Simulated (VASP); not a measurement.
Input of a VASP 6.6.1 run:

Contents of INCAR:

```
SYSTEM = TaSi2
PREC = Accurate
ENCUT = 500
EDIFF = 1E-6
ISMEAR = 0
SIGMA = 0.2
LREAL = .False.
LASPH = .True.
NELM = 120
ALGO = Normal
ISIF = 2
LWAVE = .False.
LCHARG = .False.
GGA = PE
NBANDS = 16
GGA_COMPAT = .False.
```

KPOINTS

```
Automatic mesh
0
Gamma
  7 7 4
  0 0 0
```

File POSCAR:

```
TaSi2
1.0
    2.9910229499      0.0000000000      0.0000000000
   -1.4955114749      2.5903018579      0.0000000000
    0.0000000000      0.0000000000      6.3507669603
Ta Si
1 2
Direct
    0.0000000000      0.0000000000      0.5000000000
    0.6666666667      0.3333333333      0.8165933323
    0.6666666667      0.3333333333      0.1834066677
```

Potentials or basis: VASP PAW PBE potentials, release 64 (Ta_pv, Si).

Command:

```bash
$ cat potpaw_PBE.64/Ta_pv/POTCAR potpaw_PBE.64/Si/POTCAR > POTCAR
$ mpirun -np 1 vasp_std > vasp.out
```

(1) What does it give for the pressure?

(2) Estimate the largest force.

Answers

(1) 0.0 GPa.

(2) 0.022 eV/Å.
